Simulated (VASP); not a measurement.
Write the native input for VASP 6.6.1 that does the following.

```
Task                   : single point
Functional             : PBEsol
Potentials or basis    : VASP PAW PBE potentials, release 64 (Au)
Cutoff                 : 520 eV
k mesh                 : 20 × 20 × 20
Occupations            : gaussian, width 0.15 eV
Spin                   : no spin polarisation
Dipole correction      : no
Further INCAR settings : ALGO = Normal; EDIFF = 1e-07; NBANDS = 12
```

The structure of Au lies in POSCAR:

```
Au
1.0
   -1.6987007250      1.6987007250      1.5744055500
    1.6987007250     -1.6987007250      1.5744055500
    1.6987007250      1.6987007250     -1.5744055500
Au
1
Direct
    0.0000000000      0.0000000000      0.0000000000
```

This cell differs from its parent crystal: strain +0.025 along x and y, -0.050 along z.

These files were run (other wordings do the same):

INCAR

```
PREC = Accurate
ENCUT = 520
EDIFF = 1E-7
ISMEAR = 0
SIGMA = 0.15
LREAL = False
LASPH = True
NELM = 60
ALGO = Normal
ISIF = 2
LWAVE = False
LCHARG = True
GGA = PS
LELF = True
LVHAR = True
NBANDS = 12
```

KPOINTS

```
Automatic mesh
0
Gamma
  20 20 20
```

Potentials or basis: VASP PAW PBE potentials, release 64 (Au).

Run with:

```console
$ cat potpaw_PBE.64/Au/POTCAR > POTCAR
$ mpirun -np 1 vasp_std > vasp.out
```

Results of the run:

```yaml
Pressure: -9.3 GPa
```

Caveat: the cell differs from its parent crystal (strain +0.025 along x and y, -0.050 along z); the PAW data sets were made with another functional, which shifts forces and pressure a little.

It took 31 s on 1 thread of Intel(R) Xeon(R) 6975P-C (Granite Rapids), with other jobs on the host, peak memory 0.25 GiB.
